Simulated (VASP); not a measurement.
# AgH12O6F in VASP: a series of runs

The runs below take AgH12O6F through single point, with PBE+D3(BJ).

Everything below comes from runs of VASP 6.6.1. Logs are shortened: lines on timing, memory, paths and dates and some standing lists are left out, and cuts for length are marked.

## (1) The cell of the first run

The cell holds a disordered packing, 20 atoms: a = 5.638 Å, b = 5.638 Å, c = 5.638 Å, α = 90.00°, β = 90.00°, γ = 90.00°.

## (2) Single point, PBE+D3(BJ)

File INCAR:

```
PREC = Accurate
ENCUT = 520
EDIFF = 1E-6
ISMEAR = -1
SIGMA = 0.02
LREAL = F
LASPH = T
NELM = 120
ALGO = Normal
ISIF = 2
LWAVE = F
LCHARG = F
GGA = PE
IVDW = 12
NBANDS = 49
GGA_COMPAT = F
```

File KPOINTS:

```
Automatic mesh
0
Gamma
  1 1 1
```

File POSCAR:

```
AgH12O6F
1.0
    5.6378390000      0.0000000000      0.0000000000
    0.0000000000      5.6378390000      0.0000000000
    0.0000000000      0.0000000000      5.6378390000
O H Ag F
6 12 1 1
Direct
    0.8542812237      0.9670371928      0.6710727284
    0.2250507686      0.8927534114      0.0989740927
    0.4095186117      0.4616839892      0.2675670589
    0.2546365726      0.4949414128      0.6796575780
    0.6378507794      0.5012204144      0.8720185163
   -0.0918614384      0.2663254485      0.1564783954
    0.8189840114      0.7902318601      0.7020243040
    0.7415962038      1.0273085131      0.5580861745
    0.3642707782      0.9463022977      0.2019745509
    0.2268954470      0.7248344623      0.1594759978
    0.4960943369      0.5282343111      0.1351581696
    0.4843699864      0.2890646576      0.2732962044
    0.2892065559      0.4738695092      0.5128206038
    0.1157358342      0.4002952195      0.7058023473
    0.7450372386      0.3962688541      0.9675515743
    0.4870305803      0.4369227287      0.8062131608
    0.0306323043      0.3614860233      0.2137875878
   -0.0297631770      0.1153456138      0.1833149191
    0.3277496927      0.9384978890      0.7069730086
    0.5145943330      1.0312639293      0.3818306979
```

Potentials or basis: VASP PAW PBE potentials, release 64 (O, H, Ag, F).

Run with:

```
$ cat potpaw_PBE.64/O/POTCAR potpaw_PBE.64/H/POTCAR potpaw_PBE.64/Ag/POTCAR potpaw_PBE.64/F/POTCAR > POTCAR
$ mpirun -np 1 vasp_gam > vasp.out
```

OUTCAR:

```text
PREC = Accurate
   ENCUT = 520
   EDIFF = 1E-6
   ISMEAR = -1
   LREAL = F
   LASPH = T
   NELM = 120
   ISIF = 2
   GGA = PE
   IVDW = 12
 IVDW          = 12

 ion  position               nearest neighbor table
   1  0.854  0.967  0.671-   8 0.96   7 1.03  19 2.68
   2  0.225  0.893  0.099-  10 1.01   9 1.02  19 2.30
   3  0.410  0.462  0.268-  11 0.97  12 1.06
   4  0.255  0.495  0.680-  14 0.96  13 0.97  19 2.54
   5  0.638  0.501  0.872-  16 1.00  15 1.00
   6  0.908  0.266  0.156-  17 0.93  18 0.93
   7  0.819  0.790  0.702-   1 1.03
   8  0.742  0.027  0.558-   1 0.96
   9  0.364  0.946  0.202-   2 1.02
  10  0.227  0.725  0.159-   2 1.01
  11  0.496  0.528  0.135-   3 0.97
  12  0.484  0.289  0.273-   3 1.06
  13  0.289  0.474  0.513-   4 0.97
  14  0.116  0.400  0.706-   4 0.96
  15  0.745  0.396  0.968-   5 1.00
  16  0.487  0.437  0.806-   5 1.00
  17  0.031  0.361  0.214-   6 0.93
  18  0.970  0.115  0.183-   6 0.93
  19  0.328  0.938  0.707-  20 2.18   2 2.30   4 2.54   1 2.68
  20  0.515  0.031  0.382-  19 2.18

  LATTYP: Found a simple cubic cell.
 ALAT       =     5.6378390000

  Lattice vectors:

 A1 = (   5.6378390000,   0.0000000000,   0.0000000000)
 A2 = (   0.0000000000,   5.6378390000,   0.0000000000)
 A3 = (   0.0000000000,   0.0000000000,   5.6378390000)

Analysis of symmetry for initial positions (statically):
=====================================================================
 Subroutine PRICEL returns:
 Original cell was already a primitive cell.

 Routine SETGRP: Setting up the symmetry group for a
 simple cubic supercell.

 Subroutine GETGRP returns: Found  1 space group operations
 (whereof  1 operations were pure point group operations)
 out of a pool of 48 trial point group operations.

The static configuration has the point symmetry C_1 .

Analysis of symmetry for dynamics (positions and initial velocities):
=====================================================================
 Subroutine PRICEL returns:
 Original cell was already a primitive cell.

 Routine SETGRP: Setting up the symmetry group for a
 simple cubic supercell.

 Subroutine GETGRP returns: Found  1 space group operations
 (whereof  1 operations were pure point group operations)
 out of a pool of 48 trial point group operations.

[... 113 lines left out ...]
   LREAL  =      F    real-space projection
   EDIFFG = 0.1E-04   stopping-criterion for IOM
   NSW    =      0    number of steps for IOM
   IBRION =     -1    ionic relax: 0-MD 1-quasi-New 2-CG
   NFREE  =      0    steps in history (QN), initial steepest desc. (CG)
   ISIF   =      2    stress and relaxation
   ISYM   =      2    0-nonsym 1-usesym 2-fastsym
   POTIM  = 0.5000    time-step for ionic-motion
   TEBEG  =    0.0;   TEEND  =   0.0 temperature during run
   PSTRESS=    0.0 pullay stress
   NELECT =      66.0000    total number of electrons
   NUPDOWN=      -1.0000    fix difference up-down
   EMIN   =  10.00;   EMAX   =-10.00  energy-range for DOS
   EFERMI =   0.00;   METHOD = LEGACY
   ISMEAR =    -1;   SIGMA  =   0.02  broadening in eV -4-tet -1-fermi 0-gaus
   EFERMI_NEDOS =   21; number of points for ismear=-14 and -15
   IALGO  =     38    algorithm
   IMIX   =      4    mixing-type and parameters
     AMIX     =   0.40;   BMIX     =  1.00
     AMIX_MAG =   1.60;   BMIX_MAG =  1.00
  volume/ion in A,a.u.               =       8.96        60.47
  Fermi-wavevector in a.u.,A,eV,Ry     =   1.173483  2.217561 18.736071  1.377062
  Thomas-Fermi vector in A             =   2.309895
   LORBIT       =      0    0 simple, 1 ext, 2 COOP (PROOUT), +10 PAW based schemes
   GGA     = PE    functional components
   LHFCALC =     F    Hartree Fock is set to
   AEXX    =    0.0000 exact exchange contribution
   IVDW    =    12    specifies the selected vdW correction
   LEPSILON=     F    determine dielectric tensor
   LRPA    =     F    only Hartree local field effects (RPA)
 non-spin polarized calculation
  energy-cutoff  :      520.00
  volume of cell :      179.20
 maximum number of plane-waves:      2401
 NGX is ok and might be reduce to    42
   NGX = 21   NGY = 21   NGZ = 21

 number of electron      66.0000010 magnetization

 Free energy of the ion-electron system (eV)
  ---------------------------------------------------
  ext. energy  EPLUGINS =         0.00000000
  ---------------------------------------------------
  free energy    TOTEN  =       -93.10107636 eV

  energy without entropy =      -93.10107636  energy(sigma->0) =      -93.10107636

 E-fermi :  -0.9547     XC(G=0):  -8.0608

 val. band max:       -1.4547307830   @ k =   0.0000   0.0000   0.0000
 cond. band min:       1.7175061234   @ k =   0.0000   0.0000   0.0000
 fundamental gap:      3.1722369064
 Fermi energy:        -0.9547395730

 k-point     1 :       0.0000    0.0000    0.0000
  band No.  band energies     occupation
      1     -23.4425      2.00000
      2     -21.7128      2.00000
      3     -21.3967      2.00000
      4     -20.6484      2.00000
      5     -20.3474      2.00000
      6     -19.8160      2.00000
[... 37 lines left out ...]
     44       9.4607      0.00000
     45      10.0124      0.00000
 [bands above 45 left out]

------------------------ aborting loop because EDIFF is reached ----------------------------------------

 Edisp (eV)   -1.15054

 E8    (eV) :    -0.2937

  FORCE on cell =-STRESS in cart. coord.  units (eV):
  Direction    XX          YY          ZZ          XY          YZ          ZX
  --------------------------------------------------------------------------------------
  -------------------------------------------------------------------------------------
  Total       4.36559     0.28088     6.75333     1.24419     1.64223     1.94045
  in kB      39.03155     2.51129    60.37961    11.12395    14.68272    17.34903
  external pressure =       33.97 kB  Pullay stress =        0.00 kB

 VOLUME and BASIS-vectors are now :
 -----------------------------------------------------------------------------
  energy-cutoff  :      520.00
  volume of cell :      179.20
      direct lattice vectors                 reciprocal lattice vectors
     5.637839000  0.000000000  0.000000000     0.177372926  0.000000000  0.000000000
     0.000000000  5.637839000  0.000000000     0.000000000  0.177372926  0.000000000
     0.000000000  0.000000000  5.637839000     0.000000000  0.000000000  0.177372926

 POSITION                                       TOTAL-FORCE (eV/Angst)
 -----------------------------------------------------------------------------------
      4.81630      5.45200      3.78340         1.308982     -2.266331      1.736834
      1.26880      5.03320      0.55800         0.324250     -1.286744      0.289420
      2.30880      2.60290      1.50850         0.078257     -2.532951      0.475851
      1.43560      2.79040      3.83180        -0.649702      0.259333      0.963530
      3.59610      2.82580      4.91630         1.238885      0.768758      0.503882
      5.11994      1.50150      0.88220        -2.039288      1.083127     -0.557551
[... 12 lines left out ...]
      1.84780      5.29110      3.98580        -0.976901     -0.053543      0.296533
      2.90120      0.17626      2.15270         0.129761      0.354272      0.002124
 -----------------------------------------------------------------------------------
    total drift:                               -0.000932     -0.000583      0.002558

  FREE ENERGIE OF THE ION-ELECTRON SYSTEM (eV)
  ---------------------------------------------------
  free  energy   TOTEN  =       -94.2516179390 eV

  energy  without entropy=      -94.2516179390  energy(sigma->0) =      -94.25161794
```

OSZICAR:

```text
N       E                     dE             d eps       ncg     rms          rms(c)
DAV:   1     0.560397957381E+03    0.56040E+03   -0.38398E+04    98   0.130E+03
DAV:   2    -0.556345308668E+02   -0.61603E+03   -0.59116E+03   124   0.333E+02
DAV:   3    -0.102302883207E+03   -0.46668E+02   -0.46388E+02   124   0.989E+01
DAV:   4    -0.102848490835E+03   -0.54561E+00   -0.54498E+00   116   0.116E+01
DAV:   5    -0.102854849921E+03   -0.63591E-02   -0.63581E-02   116   0.120E+00    0.192E+01
DAV:   6    -0.932997672407E+02    0.95551E+01   -0.27987E+01   116   0.258E+01    0.759E+00
DAV:   7    -0.931815358100E+02    0.11823E+00   -0.13704E+00   116   0.565E+00    0.486E+00
DAV:   8    -0.931007248002E+02    0.80811E-01   -0.29638E-01   116   0.329E+00    0.618E-01
DAV:   9    -0.930977114901E+02    0.30133E-02   -0.48089E-02   124   0.120E+00    0.290E-01
DAV:  10    -0.931000648258E+02   -0.23533E-02   -0.64355E-03   108   0.423E-01    0.152E-01
DAV:  11    -0.931008107874E+02   -0.74596E-03   -0.78465E-04   116   0.212E-01    0.600E-02
DAV:  12    -0.931010700995E+02   -0.25931E-03   -0.36936E-04   100   0.113E-01    0.198E-02
DAV:  13    -0.931010752009E+02   -0.51014E-05   -0.37097E-05   124   0.417E-02    0.110E-02
DAV:  14    -0.931010764018E+02   -0.12009E-05   -0.75494E-06   108   0.198E-02    0.448E-03
DAV:  15    -0.931010763609E+02    0.40928E-07   -0.22643E-06    92   0.857E-03
   1 F= -.94251618E+02 E0= -.94251618E+02  d E =-.144495E-10
```

stdout:

```text
POSCAR found type information on POSCAR O H AgF
 POSCAR found :  4 types and      20 ions
 scaLAPACK will be used
 -----------------------------------------------------------------------------
|                                                                             |
|                                                                             |
|     You have a (more or less) 'large supercell' and for larger cells it     |
|     might be more efficient to use real-space projection operators.         |
|     Therefore, try LREAL= Auto in the INCAR file.                           |
|     Mind: For very accurate calculation, you might also keep the            |
|     reciprocal projection scheme (i.e. LREAL=.FALSE.).                      |
|                                                                             |
 -----------------------------------------------------------------------------

 LDA part: xc-table for (Slater+PW92), standard interpolation
 POSCAR, INCAR and KPOINTS ok, starting setup
 FFT: planning ... GRIDC
 FFT: planning ... GRID_SOFT
 FFT: planning ... GRID
 WAVECAR not read
 entering main loop
```

Run time: 14 s. Hardware: 1 thread of Intel Xeon 6975P-C (Granite Rapids), shared host; peak memory 0.24 GiB.

What came out:

```
Free energy                : -94.2516 eV
Pressure                   : 3.4 GPa
Largest force              : 3.141 eV/Å
Dispersion energy per atom : -0.058 eV
```

Forces on the atoms (eV/Å):
```
O    1.309 -2.266  1.737
O    0.324 -1.287  0.289
O    0.078 -2.533  0.476
O   -0.650  0.259  0.964
O    1.239  0.769  0.504
O   -2.039  1.083 -0.558
H   -0.055  2.019 -0.360
H   -0.628 -0.123 -0.819
H   -0.268  0.439 -0.201
H   -0.399  0.768 -0.858
H    0.733  0.636 -1.063
H   -1.026  1.812  0.516
H    0.731  0.149 -1.363
H   -0.941 -0.467  0.486
H   -0.507 -0.291 -0.653
H    0.453 -0.174  0.084
H    1.761  1.652  0.671
H    0.732 -2.746 -0.148
Ag  -0.977 -0.054  0.297
F    0.130  0.354  0.002
```

Levels at points of the mesh, in eV from the Fermi level:
| k point | band 30 | band 31 | band 32 | band 33 | band 34 | band 35 | band 36 | band 37 |
| --- | --- | --- | --- | --- | --- | --- | --- | --- |
| (0.00, 0.00, 0.00) | -1.22 | -1.16 | -1.09 | -0.50 | 2.67 | 5.98 | 7.17 | 7.82 |

Caveat: the k points lie up to 1.11 Å⁻¹ apart; the atoms stand as in a frame of molecular dynamics.

(Part 1 of 2 ends here.)
